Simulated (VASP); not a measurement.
Here is a VASP 6.6.1 calculation.

File INCAR:

```
PREC = Accurate ; ENCUT = 520
EDIFF = 1E-6 ; ISMEAR = -1
SIGMA = 0.05 ; LREAL = F
LASPH = T ; NELM = 60
ALGO = Normal ; ISIF = 2
LWAVE = F ; LCHARG = F
GGA = CA ; NBANDS = 18
```

File KPOINTS:

```
Automatic mesh
0
Gamma
  7 7 7
```

The input POSCAR:

```
BiTe
1.0
    0.0000000000      3.1912784242      3.1912784242
    3.1912784242      0.0000000000      3.1912784242
    3.1912784242      3.1912784242      0.0000000000
Bi Te
1 1
Direct
    0.0000000000      0.0000000000      0.0000000000
    0.5000000000      0.5000000000      0.5000000000
```

Potentials or basis: VASP PAW LDA potentials, release 64 (Bi_d, Te).

The run is started by

```bash
$ cat potpaw_LDA.64/Bi_d/POTCAR potpaw_LDA.64/Te/POTCAR > POTCAR
$ mpirun -np 1 vasp_std > vasp.out
```

Problem. Estimate the band gap on the k mesh.

Solution. Zero (an odd number of electrons rules out a gap without spin polarisation).

Problem. What does it give for the pressure?

Solution. -0.6 GPa.

Caveat: spin-orbit coupling is left out, which moves the levels of the heavy elements.
